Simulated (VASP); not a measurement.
# Be16Cl in VASP: notebook, part 2 of 2

VASP 6.6.1.

## 3. Single point, PBE+D3(BJ)

Input file INCAR:

```
SYSTEM = Be16Cl
PREC     = Accurate       ! precision mode
ENCUT    = 520            ! plane-wave cutoff, eV
EDIFF    = 1E-7           ! SCF threshold, eV
ISMEAR   = 0              ! smearing method
SIGMA    = 0.05           ! smearing width, eV
LREAL    = Auto         
LASPH    = .TRUE.         ! aspherical terms in the spheres
NELM     = 100            ! most SCF steps
ALGO     = Normal         ! electronic algorithm
ISIF     = 2              ! what is computed and relaxed
LWAVE    = .FALSE.        ! write WAVECAR
LCHARG   = .TRUE.         ! write CHGCAR
GGA      = PE             ! functional
IVDW     = 12             ! dispersion correction
LELF     = .TRUE.         ! ELF
LVHAR    = .TRUE.       
NBANDS   = 34             ! bands
```

Input file KPOINTS:

```
Automatic mesh
0
G
  5 5 1
  0 0 0
```

Input file POSCAR:

```
Be16Cl
1.0
    4.5800000000      0.0000000000      0.0000000000
    2.2900000000      3.9663960000      0.0000000000
    0.0000000000      0.0000000000     16.3826450000
Be Cl
16 1
Direct
   -0.1666666667      0.3333333333      0.0610402044
    0.3333333333      0.3333333333      0.0610402044
   -0.1666666667      0.8333333333      0.0610402044
    0.3333333333      0.8333333333      0.0610402044
   -0.0031053600      0.0029792789      0.1731828407
    0.4996869335     -0.0000917710      0.1708167393
   -0.0026367053      0.4975231923      0.1725223247
    0.5028401395      0.4970083673      0.1732396692
   -0.1678760265      0.3321660268      0.2845934829
    0.3370679563      0.3266854848      0.2811848148
   -0.1735977173      0.8372714172      0.2811543557
    0.3314552725      0.8314152193      0.2792158409
    0.0062738301     -0.0192620707      0.3978653020
    0.4917375455     -0.0080327330      0.3822539034
    0.0045202192      0.5047730988      0.3872530351
    0.4809767313      0.5060334369      0.3981581729
    0.7709422894      0.2712704430      0.5012483027
```

Potentials or basis: VASP PAW PBE potentials, release 64 (Be, Cl).

Launch:

```console
$ cat potpaw_PBE.64/Be/POTCAR potpaw_PBE.64/Cl/POTCAR > POTCAR
$ mpirun -np 1 vasp_std > vasp.out
```

OUTCAR:

```text
SYSTEM = Be16Cl
   PREC = Accurate
   ENCUT = 520
   EDIFF = 1E-7
   ISMEAR = 0
   LREAL = Auto
   LASPH = .TRUE.
   NELM = 100
   ISIF = 2
   GGA = PE
   IVDW = 12
 IVDW          = 12

 ion  position               nearest neighbor table
   1  0.833  0.333  0.061-   7 2.24   5 2.26   8 2.26   3 2.29   3 2.29   4 2.29   4 2.29   2 2.29
                             2 2.29
   2  0.333  0.333  0.061-   6 2.23   7 2.26   8 2.26   4 2.29   3 2.29   4 2.29   3 2.29   1 2.29
                             1 2.29
   3  0.833  0.833  0.061-   6 2.23   7 2.26   5 2.26   1 2.29   1 2.29   2 2.29   2 2.29   4 2.29
                             4 2.29
   4  0.333  0.833  0.061-   6 2.23   5 2.27   8 2.27   2 2.29   1 2.29   2 2.29   1 2.29   3 2.29
                             3 2.29
   5  0.997  0.003  0.173-  12 2.19  11 2.22   9 2.24   1 2.26   8 2.26   3 2.26   7 2.27   4 2.27
                             6 2.28   6 2.30   7 2.31   8 2.32
   6  0.500  1.000  0.171-  12 2.22  11 2.22  10 2.22   4 2.23   2 2.23   3 2.23   8 2.28   5 2.28
                             7 2.29   7 2.29   5 2.30   8 2.30
   7  0.997  0.498  0.173-  11 2.23  10 2.23   1 2.24   9 2.26   3 2.26   2 2.26   5 2.27   8 2.27
                             6 2.29   6 2.29   8 2.31   5 2.31
   8  0.503  0.497  0.173-  12 2.18  10 2.21   9 2.24   1 2.26   5 2.26   2 2.26   7 2.27   4 2.27
                             6 2.28   6 2.30   7 2.31   5 2.32
   9  0.832  0.332  0.285-  15 2.17   8 2.24   5 2.24   7 2.26  11 2.28  10 2.28  12 2.29  12 2.29
                            10 2.30  11 2.30  13 2.32  16 2.32
  10  0.337  0.327  0.281-  14 2.12  15 2.18   8 2.21   6 2.22   7 2.23  11 2.24   9 2.28  12 2.28
                            12 2.30   9 2.30  16 2.31  11 2.34
  11  0.826  0.837  0.281-  14 2.12  15 2.18   5 2.22   6 2.22   7 2.23  10 2.24   9 2.28  12 2.28
                            12 2.30   9 2.30  13 2.30  10 2.34
  12  0.331  0.831  0.279-  14 2.11   8 2.18   5 2.19   6 2.22  11 2.28  10 2.28   9 2.29   9 2.29
                            10 2.30  11 2.30  13 2.33  16 2.34
  13  0.006  0.981  0.398-  17 2.09  16 2.17  15 2.19  14 2.26  11 2.30   9 2.32  12 2.33  14 2.35

  14  0.492  0.992  0.382-  12 2.11  10 2.12  11 2.12  13 2.26  16 2.27  15 2.29  15 2.29  16 2.34
                            13 2.35
  15  0.005  0.505  0.387-   9 2.17  10 2.18  11 2.18  13 2.19  16 2.19  14 2.29  14 2.29
  16  0.481  0.506  0.398-  17 2.08  13 2.17  15 2.19  14 2.27  10 2.31   9 2.32  12 2.34  14 2.34

  17  0.771  0.271  0.501-  16 2.08  13 2.09

  LATTYP: Found a hexagonal cell.
 ALAT       =     4.5799996975
 C/A-ratio  =     3.5769969612

  Lattice vectors:

 A1 = (  -2.2900000000,  -3.9663960000,   0.0000000000)
 A2 = (   4.5800000000,   0.0000000000,   0.0000000000)
 A3 = (   0.0000000000,   0.0000000000,  16.3826450000)

Analysis of symmetry for initial positions (statically):
=====================================================================
 Subroutine PRICEL returns:
 Original cell was already a primitive cell.

 Routine SETGRP: Setting up the symmetry group for a
 hexagonal supercell.

 Subroutine GETGRP returns: Found  1 space group operations
 (whereof  1 operations were pure point group operations)
 out of a pool of 24 trial point group operations.

The static configuration has the point symmetry C_1 .

Analysis of symmetry for dynamics (positions and initial velocities):
=====================================================================
 Subroutine PRICEL returns:
 Original cell was already a primitive cell.

 Routine SETGRP: Setting up the symmetry group for a
 hexagonal supercell.

[... 105 lines left out ...]
   number of dos      NEDOS =    301   number of ions     NIONS =     17
   total plane-waves  NPLWV = 163296
   dimension x,y,z NGX =    36 NGY =   36 NGZ =  126
   dimension x,y,z NGXF=    72 NGYF=   72 NGZF=  252
   ions per type =              16   1
   NGX,Y,Z   is equivalent  to a cutoff of  13.07, 13.07, 12.79 a.u.
   NGXF,Y,Z  is equivalent  to a cutoff of  26.13, 26.13, 25.57 a.u.
 SYSTEM =  Be16Cl
   PREC   = accura    normal or accurate (medium, high low for compatibility)
   ISTART =      0    job   : 0-new  1-cont  2-samecut
   ICHARG =      2    charge: 1-file 2-atom 10-const
   ISPIN  =      1    spin polarized calculation?
   LNONCOLLINEAR =      F non collinear calculations
   LSORBIT =      F    spin-orbit coupling
   LASPH  =      T    aspherical Exc in radial PAW
   ENCUT  =  520.0 eV  38.22 Ry    6.18 a.u.   8.52  8.52 30.46*2*pi/ulx,y,z
   NELM   =    100;   NELMIN=  2; NELMDL= -5     # of ELM steps
   EDIFF  = 0.1E-06   stopping-criterion for ELM
   LREAL  =      T    real-space projection
   EDIFFG = 0.1E-05   stopping-criterion for IOM
   NSW    =      0    number of steps for IOM
   IBRION =     -1    ionic relax: 0-MD 1-quasi-New 2-CG
   NFREE  =      0    steps in history (QN), initial steepest desc. (CG)
   ISIF   =      2    stress and relaxation
   ISYM   =      2    0-nonsym 1-usesym 2-fastsym
   POTIM  = 0.5000    time-step for ionic-motion
   TEBEG  =    0.0;   TEEND  =   0.0 temperature during run
   PSTRESS=    0.0 pullay stress
   NELECT =      39.0000    total number of electrons
   NUPDOWN=      -1.0000    fix difference up-down
   EMIN   =  10.00;   EMAX   =-10.00  energy-range for DOS
   EFERMI =   0.00;   METHOD = LEGACY
   ISMEAR =     0;   SIGMA  =   0.05  broadening in eV -4-tet -1-fermi 0-gaus
   EFERMI_NEDOS =   21; number of points for ismear=-14 and -15
   IALGO  =     38    algorithm
   IMIX   =      4    mixing-type and parameters
     AMIX     =   0.40;   BMIX     =  1.00
     AMIX_MAG =   1.60;   BMIX_MAG =  1.00
  volume/ion in A,a.u.               =      17.51       118.14
  Fermi-wavevector in a.u.,A,eV,Ry     =   0.831536  1.571376  9.407782  0.691453
  Thomas-Fermi vector in A             =   1.944440
   LORBIT       =      0    0 simple, 1 ext, 2 COOP (PROOUT), +10 PAW based schemes
   GGA     = PE    functional components
   LHFCALC =     F    Hartree Fock is set to
   AEXX    =    0.0000 exact exchange contribution
   IVDW    =    12    specifies the selected vdW correction
   LEPSILON=     F    determine dielectric tensor
   LRPA    =     F    only Hartree local field effects (RPA)
 non-spin polarized calculation
 Gauss-broadening in eV      SIGMA  =   0.05
  energy-cutoff  :      520.00
  volume of cell :      297.61
 maximum number of plane-waves:      8057
 NGX is ok and might be reduce to    36
   NGX = 17   NGY = 17   NGZ = 61

 number of electron      39.0000000 magnetization

 Free energy of the ion-electron system (eV)
  ---------------------------------------------------
  ext. energy  EPLUGINS =         0.00000000
  ---------------------------------------------------
  free energy    TOTEN  =       -59.43189039 eV

  energy without entropy =      -59.42602052  energy(sigma->0) =      -59.42895545

 E-fermi :   0.7061     XC(G=0):  -6.3510

 val. band max:        0.6973245333   @ k =   0.4000  -0.4000   0.0000
 cond. band min:       0.7780662457   @ k =   0.2000   0.0000   0.0000
 fundamental gap:      0.0807417125
 Fermi energy:         0.7061482002

 k-point     1 :       0.0000    0.0000    0.0000
  band No.  band energies     occupation
      1     -15.9575      2.00000
      2      -9.5948      2.00000
      3      -8.1573      2.00000
      4      -6.2325      2.00000
      5      -4.8728      2.00000
      6      -4.1336      2.00000
[... 431 lines left out ...]
     30       6.1503      0.00000
     31       6.4743      0.00000
 [bands above 31 left out]

------------------------ aborting loop because EDIFF is reached ----------------------------------------

 Edisp (eV)   -4.32675

 E8    (eV) :    -1.5515

  FORCE on cell =-STRESS in cart. coord.  units (eV):
  Direction    XX          YY          ZZ          XY          YZ          ZX
  --------------------------------------------------------------------------------------
  -------------------------------------------------------------------------------------
  Total     -11.96142   -12.05591    -0.10721     0.08822     0.50354     0.89053
  in kB     -64.39435   -64.90304    -0.57715     0.47495     2.71083     4.79416
  external pressure =      -43.29 kB  Pullay stress =        0.00 kB

 VOLUME and BASIS-vectors are now :
 -----------------------------------------------------------------------------
  energy-cutoff  :      520.00
  volume of cell :      297.61
      direct lattice vectors                 reciprocal lattice vectors
     4.580000000  0.000000000  0.000000000     0.218340611 -0.126059022  0.000000000
     2.290000000  3.966396000  0.000000000     0.000000000  0.252118044  0.000000000
     0.000000000  0.000000000 16.382645000     0.000000000  0.000000000  0.061040204

 POSITION                                       TOTAL-FORCE (eV/Angst)
 -----------------------------------------------------------------------------------
      4.58000      1.32213      1.00000        -0.092586     -0.051439      0.190980
      2.29000      1.32213      1.00000         0.078115      0.030191     -0.068416
      5.72500      3.30533      1.00000         0.063163      0.053336     -0.070100
      3.43500      3.30533      1.00000        -0.096820     -0.056777     -0.071948
      4.57260      0.01182      2.83719        -0.006984     -0.000209      0.005943
      4.57836      3.96603      2.79843        -0.003892     -0.003582     -0.005313
[... 9 lines left out ...]
      3.36169      2.00713      6.52288        -0.034893     -0.012073     -0.004336
      4.15212      1.07597      8.21177         0.244513      0.131336     -0.037345
 -----------------------------------------------------------------------------------
    total drift:                                0.000329      0.000050      0.001097

  FREE ENERGIE OF THE ION-ELECTRON SYSTEM (eV)
  ---------------------------------------------------
  free  energy   TOTEN  =       -63.7586406707 eV

  energy  without entropy=      -63.7527707959  energy(sigma->0) =      -63.75570573
```

Wall time 3.6 min (1 thread of Intel Xeon 6975P-C (Granite Rapids), shared host); peak memory 0.41 GiB.

What came out:

* Free energy: -63.7586 eV
* Largest force: 0.280 eV/Å
* Band gap on the k mesh: zero (an odd number of electrons rules out a gap without spin polarisation)
* Dispersion energy per atom: -0.255 eV

Forces in eV/Å, atoms in the order of the input:
```
Be  -0.093 -0.051  0.191
Be   0.078  0.030 -0.068
Be   0.063  0.053 -0.070
Be  -0.097 -0.057 -0.072
Be  -0.007  0.000  0.006
Be  -0.004 -0.004 -0.005
Be  -0.011 -0.008  0.003
Be  -0.003 -0.007  0.001
Be  -0.012 -0.007  0.009
Be  -0.020 -0.005 -0.003
Be  -0.012 -0.017 -0.002
Be  -0.014 -0.007  0.003
Be  -0.035 -0.009  0.022
Be  -0.020 -0.015 -0.033
Be  -0.024 -0.016  0.060
Be  -0.035 -0.012 -0.004
Cl   0.245  0.131 -0.037
```

Caveat: an odd number of electrons without spin polarisation forces a metal; a magnetic or distorted state may lie lower.

## 4. Single point, PBE+D3(BJ)

Input file INCAR:

```
PREC     = Accurate       # precision mode
ENCUT    = 520            # plane-wave cutoff, eV
EDIFF    = 1E-7           # SCF threshold, eV
ISMEAR   = 0              # smearing method
SIGMA    = 0.05           # smearing width, eV
LREAL    = Auto         
LASPH    = True           # aspherical terms in the spheres
NELM     = 100            # most SCF steps
ALGO     = Normal         # electronic algorithm
ISIF     = 2              # what is computed and relaxed
LWAVE    = False          # write WAVECAR
LCHARG   = False          # write CHGCAR
GGA      = PE             # functional
IVDW     = 12             # dispersion correction
NBANDS   = 34             # bands
```

Input file KPOINTS:

```
Automatic mesh
0
Gamma
  5 5 1
```

Input file POSCAR:

```
Be16Cl
1.0
    4.5800000000      0.0000000000      0.0000000000
    2.2900000000      3.9663960000      0.0000000000
    0.0000000000      0.0000000000     16.3826450000
Be Cl
16 1
Direct
   -0.1666666667      0.3333333333      0.0610402044
    0.3333333333      0.3333333333      0.0610402044
   -0.1666666667      0.8333333333      0.0610402044
    0.3333333333      0.8333333333      0.0610402044
   -0.0046494051      0.0036123473      0.1732491914
    0.4987182059     -0.0011110842      0.1705969335
   -0.0041277324      0.4960593950      0.1729386189
    0.5034588576      0.4955115425      0.1732870364
   -0.1697509921      0.3303255651      0.2847360118
    0.3335013050      0.3261371280      0.2812129543
   -0.1741536948      0.8336807520      0.2812188142
    0.3303626757      0.8304034695      0.2799436843
    0.0038786114     -0.0242633363      0.3966137336
    0.4914310487     -0.0081769445      0.3809596069
    0.0011297991      0.5013054672      0.3928316826
    0.4757003742      0.5038682471      0.3968032635
    0.8023910772      0.3030305093      0.4976450994
```

Potentials or basis: VASP PAW PBE potentials, release 64 (Be, Cl).

Launch:

```console
$ cat potpaw_PBE.64/Be/POTCAR potpaw_PBE.64/Cl/POTCAR > POTCAR
$ mpirun -np 1 vasp_std > vasp.out
```

OUTCAR:

```text
PREC = Accurate
   ENCUT = 520
   EDIFF = 1E-7
   ISMEAR = 0
   LREAL = Auto
   LASPH = True
   NELM = 100
   ISIF = 2
   GGA = PE
   IVDW = 12
 IVDW          = 12

 ion  position               nearest neighbor table
   1  0.833  0.333  0.061-   7 2.24   5 2.26   8 2.26   3 2.29   3 2.29   4 2.29   4 2.29   2 2.29
                             2 2.29
   2  0.333  0.333  0.061-   6 2.23   8 2.26   7 2.27   4 2.29   3 2.29   4 2.29   3 2.29   1 2.29
                             1 2.29
   3  0.833  0.833  0.061-   6 2.23   5 2.26   7 2.27   1 2.29   1 2.29   2 2.29   2 2.29   4 2.29
                             4 2.29
   4  0.333  0.833  0.061-   6 2.22   5 2.28   8 2.28   2 2.29   1 2.29   2 2.29   1 2.29   3 2.29
                             3 2.29
   5  0.995  0.004  0.173-  12 2.20  11 2.22   9 2.24   8 2.25   1 2.26   7 2.26   3 2.26   4 2.28
                             6 2.29   6 2.30   7 2.32   8 2.33
   6  0.499  0.999  0.171-   4 2.22  11 2.23  10 2.23   2 2.23   3 2.23  12 2.23   5 2.29   8 2.29
                             7 2.29   7 2.29   5 2.30   8 2.30
   7  0.996  0.496  0.173-  10 2.22  11 2.22   1 2.24   9 2.25   8 2.26   5 2.26   3 2.27   2 2.27
                             6 2.29   6 2.29   5 2.32   8 2.32
[... 235 lines left out ...]
      4      -6.2406      2.00000
      5      -4.9564      2.00000
      6      -4.3983      2.00000
[... 431 lines left out ...]
     30       6.2163      0.00000
     31       6.4262      0.00000
 [bands above 31 left out]

------------------------ aborting loop because EDIFF is reached ----------------------------------------

 Edisp (eV)   -4.33214

 E8    (eV) :    -1.5536

  FORCE on cell =-STRESS in cart. coord.  units (eV):
  Direction    XX          YY          ZZ          XY          YZ          ZX
  --------------------------------------------------------------------------------------
  -------------------------------------------------------------------------------------
  Total     -12.01117   -12.02418    -0.30136     0.01363     0.72525     1.28041
  in kB     -64.66219   -64.73220    -1.62240     0.07339     3.90439     6.89310
  external pressure =      -43.67 kB  Pullay stress =        0.00 kB

 VOLUME and BASIS-vectors are now :
 -----------------------------------------------------------------------------
  energy-cutoff  :      520.00
  volume of cell :      297.61
      direct lattice vectors                 reciprocal lattice vectors
     4.580000000  0.000000000  0.000000000     0.218340611 -0.126059022  0.000000000
     2.290000000  3.966396000  0.000000000     0.000000000  0.252118044  0.000000000
     0.000000000  0.000000000 16.382645000     0.000000000  0.000000000  0.061040204

 POSITION                                       TOTAL-FORCE (eV/Angst)
 -----------------------------------------------------------------------------------
      4.58000      1.32213      1.00000        -0.064210     -0.035105      0.240095
      2.29000      1.32213      1.00000         0.019001      0.055572     -0.078778
      5.72500      3.30533      1.00000         0.055668     -0.010636     -0.079364
      3.43500      3.30533      1.00000        -0.108551     -0.063285     -0.088552
      4.56698      0.01433      2.83828        -0.007306     -0.000391      0.003648
      4.57159      3.96199      2.79483        -0.009698     -0.006333     -0.002863
[... 9 lines left out ...]
      3.33257      1.99854      6.50069        -0.029399     -0.013664     -0.024971
      4.36889      1.20194      8.15274         0.299044      0.165853     -0.087480
 -----------------------------------------------------------------------------------
    total drift:                               -0.000214      0.000095     -0.000090

  FREE ENERGIE OF THE ION-ELECTRON SYSTEM (eV)
  ---------------------------------------------------
  free  energy   TOTEN  =       -63.8650484808 eV

  energy  without entropy=      -63.8596439537  energy(sigma->0) =      -63.86234622
```

OSZICAR:

```text
N       E                     dE             d eps       ncg     rms          rms(c)
DAV:   1     0.119540009571E+03    0.11954E+03   -0.13685E+04   884   0.882E+02
DAV:   2    -0.505501906626E+02   -0.17009E+03   -0.16275E+03  1228   0.176E+02
DAV:   3    -0.630943818762E+02   -0.12544E+02   -0.12194E+02  1126   0.415E+01
[... 14 lines left out ...]
DAV:  18    -0.595328814502E+02   -0.15005E-03   -0.23268E-05  1018   0.226E-02    0.125E-02
DAV:  19    -0.595329014530E+02   -0.20003E-04   -0.46496E-06  1048   0.125E-02    0.241E-03
DAV:  20    -0.595329058455E+02   -0.43925E-05   -0.11825E-06   912   0.586E-03    0.790E-04
DAV:  21    -0.595329079369E+02   -0.20914E-05   -0.43440E-07  1076   0.276E-03    0.574E-04
DAV:  22    -0.595329082702E+02   -0.33331E-06   -0.56833E-08   912   0.104E-03    0.473E-04
DAV:  23    -0.595329083047E+02   -0.34562E-07   -0.12952E-08   880   0.528E-04
   1 F= -.63865048E+02 E0= -.63862346E+02  d E =-.540453E-02
```

It took 3.4 min on 1 thread of Intel Xeon 6975P-C (Granite Rapids), shared host; peak memory 0.41 GiB.

What came out:

| Property | Result |
| --- | --- |
| Free energy | -63.8650 eV |
| Largest force | 0.353 eV/Å |
| Band gap on the k mesh | zero (an odd number of electrons rules out a gap without spin polarisation) |
| Dispersion energy per atom | -0.255 eV |

Forces in eV/Å, atoms in the order of the input:
```
Be  -0.064 -0.035  0.240
Be   0.019  0.056 -0.079
Be   0.056 -0.011 -0.079
Be  -0.109 -0.063 -0.089
Be  -0.007  0.000  0.004
Be  -0.010 -0.006 -0.003
Be  -0.012 -0.008  0.009
Be  -0.003 -0.007  0.000
Be  -0.018 -0.010  0.004
Be  -0.024  0.000  0.001
Be  -0.010 -0.022  0.000
Be  -0.016 -0.008  0.012
Be  -0.030 -0.010 -0.008
Be  -0.005 -0.006 -0.020
Be  -0.036 -0.021  0.122
Be  -0.029 -0.014 -0.025
Cl   0.299  0.166 -0.087
```

Caveat: an odd number of electrons without spin polarisation forces a metal; a magnetic or distorted state may lie lower.

## 5. Summary

```csv
cell,gap on the mesh (eV),largest force (eV/Å)
"as given, atomic positions A",none,0.14
"as given, atomic positions B",none,0.28
"as given, atomic positions C",none,0.35
```

Alike in all rows: task single point; level PBE+D3(BJ); potentials or basis VASP PAW PBE potentials, release 64 (Be, Cl); no spin polarisation; k mesh 5 × 5 × 1; cutoff (eV) 520; smearing gaussian 0.05 eV.

Caveats: an odd number of electrons without spin polarisation forces a metal; a magnetic or distorted state may lie lower.

Absolute energies hang on the potentials; compare differences alone.
